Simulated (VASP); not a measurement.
# Si64C (a cell with a defect) in VASP: a series of runs, part 2 of 2

VASP 6.6.1. The steps go on from the part before.

### Step 3. Single point, PBEsol, collinear spin

INCAR reads:

```
PREC = Accurate
ENCUT = 520
EDIFF = 1E-6
ISMEAR = -1
SIGMA = 0.05
LREAL = Auto
LASPH = True
NELM = 200
ALGO = Normal
ISIF = 2
LWAVE = False
LCHARG = False
ISPIN = 2
MAGMOM = 0 0 0 0 0 0 0 0.333 0 0 0 0 0 0 0 0.333 0 0 0 0 0 0 0 0 0 0.333 0 0 0 0 0 0 0 0 0 0 0 0 0 0 0 0 0.333 0 0 0 0 0 0 0 0 0 0 0 0 0 0 0 0 0 0.333 0 0 0 0.333
LORBIT = 11
GGA = PS
NBANDS = 172
NELECT = 256.0
ISYM = -1
GGA_COMPAT = False
```

KPOINTS reads:

```
explicit points
1
Reciprocal
  0.25000000   0.25000000   0.25000000 1
```

POSCAR reads:

```
Si64C
1.0
   10.8655790000      0.0000000000      0.0000000000
    0.0000000000     10.8655790000      0.0000000000
    0.0000000000      0.0000000000     10.8655790000
Si C
64 1
Direct
    0.0012440000      0.0009810000      0.0010880000
    0.9935950000      0.9933540000      0.4982390000
    0.0038220000      0.5022670000      0.0017710000
    0.0019170000      0.5009940000      0.5018810000
    0.5024910000      0.0035850000      0.0017650000
    0.5012170000      0.0017310000      0.5018220000
    0.5021310000      0.5019090000      0.0002760000
    0.4114810000      0.4113270000      0.4515360000
    0.1251870000      0.1249070000      0.1261630000
    0.1060810000      0.1057810000      0.6399620000
    0.1320290000      0.6210380000      0.1343250000
    0.1297340000      0.6253890000      0.6217590000
    0.6213680000      0.1317510000      0.1342780000
    0.6256330000      0.1294650000      0.6217610000
    0.6305330000      0.6302760000      0.1165620000
    0.6136730000      0.6133640000      0.6006710000
    0.2511030000      0.2508780000      0.0047460000
    0.2273740000      0.2271550000      0.5158930000
    0.2541900000      0.7447470000      0.0055050000
    0.2614260000      0.7460050000      0.4993670000
    0.7450590000      0.2539380000      0.0054630000
    0.7462130000      0.2611660000      0.4993600000
    0.7548240000      0.7546170000      0.9935890000
    0.7482840000      0.7480600000      0.5011530000
    0.3777910000      0.3774890000      0.1249040000
    0.3462820000      0.3460530000      0.6453370000
    0.3757450000      0.8787480000      0.1221180000
    0.3754590000      0.8768830000      0.6258490000
    0.8789970000      0.3755100000      0.1221160000
    0.8771140000      0.3751550000      0.6258690000
    0.8763520000      0.8760450000      0.1237160000
    0.8712620000      0.8709840000      0.6252450000
    0.2514120000      0.0012510000      0.2507130000
    0.2501980000      0.9945340000      0.7585010000
    0.2695900000      0.4960600000      0.2711600000
    0.2470970000      0.5013190000      0.7538040000
    0.7539070000      0.0050450000      0.2497020000
    0.7504310000      0.0032570000      0.7477060000
    0.7622230000      0.5116690000      0.2403920000
    0.7443330000      0.5007650000      0.7428600000
    0.3682090000      0.1261780000      0.3821760000
    0.3740330000      0.1250910000      0.8773710000
    0.4119920000      0.6352550000      0.3786240000
    0.3773580000      0.6246690000      0.8728950000
    0.8734740000      0.1309440000      0.3772360000
    0.8685190000      0.1243410000      0.8813360000
    0.8808010000      0.6300570000      0.3748870000
    0.8755420000      0.6246330000      0.8681810000
    0.0014560000      0.2511490000      0.2506720000
    0.9948180000      0.2499290000      0.7584670000
    0.0053390000      0.7536340000      0.2497320000
    0.0035050000      0.7501840000      0.7477230000
    0.4964480000      0.2692700000      0.2710240000
    0.5015620000      0.2468780000      0.7537750000
    0.5119090000      0.7620020000      0.2403740000
    0.5010240000      0.7440930000      0.7428150000
    0.1263110000      0.3679340000      0.3822030000
    0.1253190000      0.3737680000      0.8773900000
    0.1312190000      0.8732270000      0.3772480000
    0.1246160000      0.8682200000      0.8813720000
    0.6354820000      0.4117200000      0.3786160000
    0.6249170000      0.3770780000      0.8729240000
    0.6303140000      0.8805490000      0.3748780000
    0.6248650000      0.8752930000      0.8681540000
    0.5326540000      0.5323780000      0.4649190000
```

Potentials or basis: VASP PAW PBE potentials, release 64 (Si, C).

The run is started by

```console
$ cat potpaw_PBE.64/Si/POTCAR potpaw_PBE.64/C/POTCAR > POTCAR
$ mpirun -np 1 vasp_std > vasp.out
```

OUTCAR:

```text
PREC = Accurate
   ENCUT = 520
   EDIFF = 1E-6
   ISMEAR = -1
   LREAL = Auto
   LASPH = True
   NELM = 200
   ISIF = 2
   ISPIN = 2
   LORBIT = 11
   GGA = PS
   NELECT = 256.0
   ISYM = -1

 ion  position               nearest neighbor table
   1  0.001  0.001  0.001-  31 2.34   9 2.34  46 2.36  60 2.36
   2  0.994  0.993  0.498-  10 2.31  32 2.33  45 2.38  59 2.38
   3  0.004  0.502  0.002-  29 2.33  58 2.35  11 2.38  48 2.41
   4  0.002  0.501  0.502-  12 2.34  30 2.35  47 2.37  57 2.37
   5  0.502  0.004  0.002-  27 2.33  42 2.35  13 2.38  64 2.41
   6  0.501  0.002  0.502-  14 2.33  28 2.35  63 2.37  41 2.37
   7  0.502  0.502  0.000-  25 2.34  15 2.34  44 2.35  62 2.35
   8  0.411  0.411  0.452-  65 1.87  26 2.33  43 2.56  61 2.56  35 2.66  53 2.66  18 2.91
   9  0.125  0.125  0.126-   1 2.34  17 2.34  33 2.35  49 2.35
  10  0.106  0.106  0.640-  18 2.30   2 2.31  34 2.36  50 2.36
  11  0.132  0.621  0.134-  19 2.35  51 2.35   3 2.38  35 2.51
  12  0.130  0.625  0.622-   4 2.34  36 2.35  20 2.35  52 2.36
  13  0.621  0.132  0.134-  21 2.35  37 2.35   5 2.38  53 2.51
  14  0.626  0.129  0.622-   6 2.33  54 2.35  22 2.35  38 2.36
  15  0.631  0.630  0.117-  23 2.33   7 2.34  39 2.35  55 2.35
  16  0.614  0.613  0.601-  65 1.93  24 2.33  40 2.43  56 2.43
  17  0.251  0.251  0.005-   9 2.34  25 2.34  58 2.36  42 2.36
  18  0.227  0.227  0.516-  10 2.30  26 2.31  57 2.38  41 2.38   8 2.91
  19  0.254  0.745  0.006-  27 2.34  11 2.35  44 2.36  60 2.37
  20  0.261  0.746  0.499-  28 2.33  12 2.35  59 2.38  43 2.42
  21  0.745  0.254  0.005-  29 2.34  13 2.35  62 2.36  46 2.37
  22  0.746  0.261  0.499-  30 2.33  14 2.35  45 2.38  61 2.42
  23  0.755  0.755  0.994-  15 2.33  31 2.34  64 2.36  48 2.36
  24  0.748  0.748  0.501-  32 2.32  16 2.33  63 2.37  47 2.37
[... 27 lines left out ...]
  52  0.004  0.750  0.748-  60 2.34  48 2.35  32 2.36  12 2.36
  53  0.496  0.269  0.271-  25 2.36  41 2.41  61 2.46  13 2.51   8 2.66
  54  0.502  0.247  0.754-  26 2.32  62 2.34  42 2.34  14 2.35
  55  0.512  0.762  0.240-  43 2.31  27 2.33  63 2.33  15 2.35
  56  0.501  0.744  0.743-  44 2.34  28 2.36  64 2.39  16 2.43
  57  0.126  0.368  0.382-  49 2.34   4 2.37  18 2.38  35 2.41
  58  0.125  0.374  0.877-  36 2.34  50 2.34   3 2.35  17 2.36
  59  0.131  0.873  0.377-  51 2.34  33 2.35   2 2.38  20 2.38
  60  0.125  0.868  0.881-  52 2.34  34 2.35   1 2.36  19 2.37
  61  0.635  0.412  0.379-  65 1.96  39 2.31  22 2.42  53 2.46   8 2.56
  62  0.625  0.377  0.873-  54 2.34  40 2.34   7 2.35  21 2.36
[... 528 lines left out ...]
    139       7.4830      0.00000
    140       7.5856      0.00000
 [bands above 140 left out]

------------------------ aborting loop because EDIFF is reached ----------------------------------------

  FORCE on cell =-STRESS in cart. coord.  units (eV):
  Direction    XX          YY          ZZ          XY          YZ          ZX
  --------------------------------------------------------------------------------------
  -------------------------------------------------------------------------------------
  Total      -40.0241136    -39.9945570    -42.6381106      7.8845194    -11.4233479    -11.3686662
  in kB      -49.9889119    -49.9519966    -53.2537154      9.8475271    -14.2674173    -14.1991216
  external PRESSURE =     -51.0648746 kB  Pullay stress =       0.0000000 kB

 VOLUME and BASIS-vectors are now :
 -----------------------------------------------------------------------------
  energy-cutoff  :      520.00
  volume of cell :     1282.80
      direct lattice vectors                 reciprocal lattice vectors
    10.865579000  0.000000000  0.000000000     0.092033752  0.000000000  0.000000000
     0.000000000 10.865579000  0.000000000     0.000000000  0.092033752  0.000000000
     0.000000000  0.000000000 10.865579000     0.000000000  0.000000000  0.092033752

 POSITION                                       TOTAL-FORCE (eV/Angst)
 -----------------------------------------------------------------------------------
      0.01352      0.01066      0.01182         0.010906      0.009745     -0.034099
     10.79598     10.79337      5.41366         0.020249      0.018914     -0.034751
      0.04153      5.45742      0.01924         0.011021      0.016376     -0.031754
      0.02083      5.44359      5.45323         0.017003     -0.000780     -0.038222
      5.45986      0.03895      0.01918         0.018290      0.010915     -0.032342
      5.44601      0.01881      5.45259         0.000308      0.014515     -0.037227
[... 57 lines left out ...]
      6.78952      9.51057      9.43300        -0.025001     -0.013629      0.047311
      5.78759      5.78460      5.05161         0.039096      0.043392      0.016829
 -----------------------------------------------------------------------------------
    total drift:                               -0.008338     -0.009415      0.005327

  FREE ENERGIE OF THE ION-ELECTRON SYSTEM (eV)
  ---------------------------------------------------
  free  energy   TOTEN  =      -396.2992128576 eV

  energy  without entropy=     -396.2166399431  energy(sigma->0) =     -396.25792640

 total charge

# of ion       s       p       d       tot
------------------------------------------
    1        0.752   0.922   0.000   1.674
    2        0.751   0.921   0.000   1.672
    3        0.755   0.900   0.000   1.655
    4        0.754   0.914   0.000   1.668
    5        0.755   0.900   0.000   1.655
    6        0.754   0.914   0.000   1.668
[... 57 lines left out ...]
   64        0.755   0.893   0.000   1.648
   65        0.838   1.579   0.000   2.418
--------------------------------------------------
tot         49.163  59.759   0.000 108.922

 magnetization (x)

# of ion       s       p       d       tot
------------------------------------------
    1       -0.000  -0.000   0.000  -0.000
    2       -0.000  -0.000   0.000  -0.000
    3       -0.000  -0.000   0.000  -0.000
    4       -0.000  -0.000   0.000  -0.000
    5       -0.000  -0.000   0.000  -0.000
    6       -0.000  -0.000   0.000  -0.000
[... 57 lines left out ...]
   64       -0.000  -0.000   0.000  -0.000
   65        0.000   0.000   0.000   0.000
--------------------------------------------------
tot          0.000   0.000   0.000   0.000
```

Run time: 13 min. Hardware: 1 thread of AMD EPYC 9R45 (Zen 5), shared host; peak memory 1.6 GiB.

What came out:

```yaml
Free_energy: -396.2992 eV
Largest_force: 0.090 eV/Å
Net_moment: 0.00 μB per cell
Valence_electrons_inside_the_program's_atomic_spheres: Si 1.67, 1.66, 1.68, 1.61, 1.69, 1.64, 1.62, 1.70, 1.65, 1.63 (each value once); C 2.42
```

Forces in eV/Å, atoms in the order of the input:
```
Si   0.011  0.010 -0.034
Si   0.020  0.019 -0.035
Si   0.011  0.016 -0.032
Si   0.017 -0.001 -0.038
Si   0.018  0.011 -0.032
Si   0.000  0.015 -0.037
Si   0.019  0.015 -0.042
Si   0.027  0.022 -0.063
Si  -0.015 -0.012  0.031
Si  -0.005 -0.004  0.046
Si   0.001 -0.002  0.049
Si  -0.020 -0.014  0.027
Si  -0.003 -0.001  0.048
Si  -0.016 -0.019  0.026
Si  -0.019 -0.017  0.037
Si  -0.046 -0.044  0.064
Si   0.021  0.019 -0.041
Si  -0.003 -0.005 -0.041
Si  -0.005  0.023 -0.040
Si   0.029  0.003 -0.016
Si   0.022 -0.006 -0.040
Si   0.007  0.027 -0.016
Si   0.020  0.017 -0.055
Si   0.039  0.038 -0.072
Si  -0.016 -0.013  0.050
Si  -0.013 -0.011  0.018
Si  -0.020 -0.021  0.039
Si   0.000 -0.019  0.041
Si  -0.021 -0.018  0.038
Si  -0.020  0.003  0.040
Si  -0.010 -0.009  0.032
Si  -0.020 -0.017  0.056
Si   0.006  0.017 -0.028
Si  -0.011  0.018 -0.037
Si  -0.034  0.015 -0.062
Si   0.004  0.026 -0.020
Si   0.004  0.014 -0.025
Si   0.020  0.020 -0.038
Si   0.013  0.024 -0.047
Si   0.021  0.026 -0.051
Si   0.008 -0.013  0.044
Si  -0.009 -0.019  0.033
Si  -0.020 -0.013  0.039
Si  -0.006 -0.030  0.038
Si  -0.013 -0.014  0.015
Si  -0.008 -0.007  0.025
Si  -0.021 -0.024  0.056
Si  -0.015 -0.025  0.046
Si   0.019  0.006 -0.027
Si   0.017 -0.011 -0.037
Si   0.013  0.002 -0.025
Si   0.021  0.018 -0.038
Si   0.013 -0.033 -0.059
Si   0.027  0.004 -0.020
Si   0.026  0.009 -0.048
Si   0.027  0.020 -0.051
Si  -0.014  0.008  0.044
Si  -0.019 -0.007  0.031
Si  -0.015 -0.011  0.013
Si  -0.007 -0.008  0.024
Si  -0.015 -0.021  0.039
Si  -0.031 -0.003  0.037
Si  -0.025 -0.020  0.056
Si  -0.025 -0.014  0.047
C    0.039  0.043  0.017
```

Levels at points of the mesh, in eV from the Fermi level:
Spin up:
```tsv
k point	band 124	band 125	band 126	band 127	band 128	band 129	band 130	band 131	band 132	band 133
(0.25, 0.25, 0.25)	-0.52	-0.43	-0.40	-0.35	-0.09	0.10	0.26	0.83	1.13	1.37
```
Spin down:
```
           k point  band 125  band 126  band 127  band 128  band 129  band 130  band 131  band 132
(0.25, 0.25, 0.25)     -0.43     -0.40     -0.35     -0.09      0.10      0.26      0.83      1.13
```

Caveat: the cell carries a net charge on a neutralising background, which shifts energy and pressure; the cell is charged against a uniform background, so pressure and absolute levels hang on convention; the PAW data sets were made with another functional, which shifts forces and pressure a little.

### Step 4. Single point, PBEsol, collinear spin

INCAR reads:

```
ALGO = Normal
EDIFF = 1E-7
ENCUT = 520
GGA = PS
ISIF = 2
ISMEAR = -1
ISPIN = 2
ISYM = 0
LASPH = T
LCHARG = F
LORBIT = 11
LREAL = Auto
LUSENCCL = F
LWAVE = F
MAGMOM = 0 0 0 0 0 0 0 0.333 0 0 0 0 0 0 0 0.333 0 0 0 0 0 0 0 0 0 0.333 0 0 0 0 0 0 0 0 0 0 0 0 0 0 0 0 0.333 0 0 0 0 0 0 0 0 0 0 0 0 0 0 0 0 0 0.333 0 0 0 0.333
NBANDS = 172
NELECT = 258.0
NELM = 150
PREC = Accurate
SIGMA = 0.05
```

KPOINTS reads:

```
Automatic mesh
0
Gamma
  1 1 1
  0.25 0.25 0.25
```

POSCAR reads:

```
Si64C
1.0
   10.8655790000      0.0000000000      0.0000000000
    0.0000000000     10.8655790000      0.0000000000
    0.0000000000      0.0000000000     10.8655790000
Si C
64 1
Direct
    0.0017900000      0.0015310000      0.0004170000
    0.9940900000      0.9938480000      0.4987330000
    0.0032600000      0.5022020000      0.0009420000
    0.0023630000      0.5007620000      0.5004890000
    0.5024560000      0.0030060000      0.0009380000
    0.5010030000      0.0021370000      0.5004800000
    0.5023260000      0.5020850000      0.9990230000
    0.4111890000      0.4109420000      0.4500810000
    0.1253630000      0.1251110000      0.1273760000
    0.1071700000      0.1069160000      0.6402010000
    0.1312340000      0.6218190000      0.1352900000
    0.1294040000      0.6249450000      0.6231230000
    0.6221000000      0.1309650000      0.1352900000
    0.6252150000      0.1291340000      0.6231350000
    0.6308120000      0.6305600000      0.1170750000
    0.6133670000      0.6131050000      0.6016160000
    0.2513830000      0.2511490000      0.0042590000
    0.2279520000      0.2277220000      0.5134910000
    0.2533880000      0.7451340000      0.0041530000
    0.2617430000      0.7461440000      0.5002540000
    0.7453950000      0.2531340000      0.0041480000
    0.7463800000      0.2614950000      0.5002580000
    0.7553760000      0.7551050000      0.9925870000
    0.7483250000      0.7480820000      0.4998720000
    0.3780990000      0.3778280000      0.1265380000
    0.3465470000      0.3462760000      0.6450480000
    0.3752090000      0.8784250000      0.1228560000
    0.3760530000      0.8770260000      0.6271770000
    0.8786750000      0.3749570000      0.1228570000
    0.8772730000      0.3757980000      0.6271800000
    0.8766610000      0.8763850000      0.1245020000
    0.8712120000      0.8709390000      0.6259740000
    0.2517810000      0.0012510000      0.2504890000
    0.2499050000      0.9953520000      0.7570950000
    0.2683480000      0.4973830000      0.2682950000
    0.2469860000      0.5005910000      0.7537990000
    0.7538140000      0.0047470000      0.2491160000
    0.7505990000      0.0028250000      0.7472320000
    0.7622500000      0.5116370000      0.2401300000
    0.7444520000      0.5004870000      0.7414030000
    0.3690430000      0.1259330000      0.3832680000
    0.3734840000      0.1246240000      0.8790860000
    0.4110910000      0.6350690000      0.3785330000
    0.3773400000      0.6246060000      0.8738070000
    0.8731790000      0.1307360000      0.3776300000
    0.8689060000      0.1242300000      0.8814280000
    0.8804670000      0.6299230000      0.3763400000
    0.8754020000      0.6246050000      0.8696160000
    0.0015100000      0.2515310000      0.2504790000
    0.9956130000      0.2496470000      0.7570880000
    0.0050260000      0.7535310000      0.2491140000
    0.0031060000      0.7503200000      0.7472190000
    0.4976870000      0.2680490000      0.2682470000
    0.5008600000      0.2467130000      0.7538040000
    0.5118860000      0.7619950000      0.2401250000
    0.5007570000      0.7441980000      0.7413950000
    0.1261380000      0.3688070000      0.3832810000
    0.1248600000      0.3732420000      0.8790750000
    0.1309700000      0.8729310000      0.3776350000
    0.1244700000      0.8686430000      0.8814300000
    0.6353030000      0.4108480000      0.3785240000
    0.6248430000      0.3770890000      0.8738190000
    0.6301580000      0.8802280000      0.3763380000
    0.6248630000      0.8751390000      0.8696280000
    0.5325820000      0.5323480000      0.4640900000
```

The run is started by

```console
$ cat potpaw_PBE.64/Si/POTCAR potpaw_PBE.64/C/POTCAR > POTCAR
$ mpirun -np 1 vasp_std > vasp.out
```

Wall time 4.9 min (1 × NVIDIA H100 80GB with 1 thread of AMD EPYC 7R13 (Zen 3), shared host); peak memory 2.6 GiB.

It converged, with:

| Item | Value |
| --- | --- |
| Free energy | -385.1926 eV |
| Largest force | 0.329 eV/Å |
| Net moment | 0.00 μB per cell |
| Valence electrons inside the program's atomic spheres | Si 1.68, 1.67, 1.69, 1.61, 1.70, 1.65, 1.62, 1.66, 1.71, 1.63 (each value once); C 2.42 |

Forces in eV/Å, atoms in the order of the input:
```
Si  -0.031 -0.031  0.023
Si  -0.041 -0.041  0.050
Si   0.010  0.043  0.067
Si  -0.049  0.000  0.051
Si   0.042  0.011  0.068
Si  -0.002 -0.047  0.050
Si   0.000  0.001  0.051
Si   0.025  0.025  0.131
Si   0.007  0.006 -0.037
Si   0.038  0.036 -0.115
Si   0.046 -0.035 -0.053
Si  -0.004  0.015 -0.021
Si  -0.035  0.044 -0.054
Si   0.014 -0.006 -0.021
Si   0.012  0.012  0.003
Si  -0.003  0.000 -0.041
Si   0.010  0.009  0.032
Si  -0.060 -0.060  0.043
Si  -0.058 -0.005  0.015
Si  -0.030 -0.037 -0.029
Si  -0.005 -0.058  0.016
Si  -0.036 -0.029 -0.028
Si  -0.027 -0.025  0.029
Si  -0.026 -0.026  0.042
Si   0.013  0.013 -0.023
Si  -0.012 -0.011 -0.119
Si  -0.001 -0.011 -0.007
Si   0.012  0.056 -0.021
Si  -0.011 -0.001 -0.005
Si   0.055  0.012 -0.021
Si   0.039  0.038 -0.006
Si  -0.009 -0.007 -0.048
Si   0.019 -0.004  0.075
Si  -0.040 -0.074  0.029
Si  -0.194 -0.086  0.026
Si  -0.032  0.070  0.040
Si  -0.013 -0.037  0.124
Si  -0.057 -0.007  0.062
Si  -0.023  0.007 -0.048
Si  -0.007  0.088  0.054
Si   0.114  0.085 -0.159
Si   0.019  0.002 -0.028
Si  -0.029 -0.058  0.048
Si  -0.020  0.005 -0.029
Si   0.045  0.019 -0.074
Si   0.079  0.042 -0.075
Si   0.052  0.023 -0.088
Si  -0.021 -0.025 -0.080
Si  -0.006  0.020  0.076
Si  -0.073 -0.040  0.028
Si  -0.038 -0.013  0.125
Si  -0.007 -0.056  0.063
Si  -0.087 -0.192  0.027
Si   0.069 -0.032  0.039
Si   0.007 -0.023 -0.049
Si   0.087 -0.005  0.054
Si   0.087  0.113 -0.160
Si   0.003  0.019 -0.027
Si   0.019  0.045 -0.075
Si   0.044  0.078 -0.075
Si  -0.059 -0.030  0.049
Si   0.005 -0.020 -0.030
Si   0.023  0.051 -0.088
Si  -0.024 -0.021 -0.080
C    0.173  0.168  0.224
```

Levels at points of the mesh, in eV from the Fermi level:
Spin up:
```tsv
k point	band 125	band 126	band 127	band 128	band 129	band 130	band 131	band 132	band 133	band 134
(0.25, 0.25, 0.25)	-0.60	-0.53	-0.52	-0.22	-0.12	0.13	0.68	0.94	1.21	1.35
```
Spin down:
```tsv
k point	band 126	band 127	band 128	band 129	band 130	band 131	band 132	band 133
(0.25, 0.25, 0.25)	-0.53	-0.52	-0.22	-0.12	0.13	0.68	0.94	1.21
```

Caveat: the cell carries a net charge on a neutralising background, which shifts energy and pressure; the cell is charged against a uniform background, so pressure and absolute levels hang on convention; the PAW data sets were made with another functional, which shifts forces and pressure a little.
